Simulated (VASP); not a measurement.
Crystal: MnAs (rocksalt type).

```
Mn As
1.0
     0.00000    2.44575    2.44575
     2.44575    0.00000    2.44575
     2.44575    2.44575    0.00000
Mn As
1 1
Direct
  0.00000 0.00000 0.00000
  0.50000 0.50000 0.50000
```

- Program: VASP 6.6.1
- Task: relaxation of cell and atoms
- Functional: PBE
- Potentials or basis: VASP PAW PBE potentials, release 64 (Mn_pv, As)
- Cutoff: 600 eV
- k mesh: 12 × 12 × 12
- Occupations: fermi-dirac, width 0.08 eV
- Spin: collinear spin, ferromagnetic start
- Starting moments: [4.0, 0.0] μB

At the start: pressure 16.5 GPa; volume 14.63 Å³/atom.

Where does the relaxation end?

Over 6 steps the energy falls by 119.0 meV/atom and the volume is 17.27 Å³/atom (+18.1 %); space group Fm-3m (No. 225, to 0.1 Å) before and after; moment 3.69 μB per cell.

The path:
```csv
step,energy change (eV),largest force (eV/Å),pressure (GPa),volume (Å³)
1,0.0000,0.0000,16.51,29.26
2,-0.2222,0.0000,-3.11,36.12
3,-0.2379,0.0000,0.07,34.47
4,-0.2379,0.0000,-0.14,34.58
5,-0.2379,0.0000,0.10,34.51
6,-0.2379,0.0000,-0.02,34.54
```

Final structure:
```xyz
2
Lattice="0.0000 2.5849 2.5849 2.5849 0.0000 2.5849 2.5849 2.5849 0.0000" Properties=species:S:1:pos:R:3 pbc="T T T"
Mn    2.5849    2.5849    0.0000
As    2.5849    2.5849    2.5849
```

Caveat: the volume moved by over 15 % at a fixed basis, so the end points are rough; a cell with one magnetic atom can't hold antiferromagnetic order, which such compounds often take.
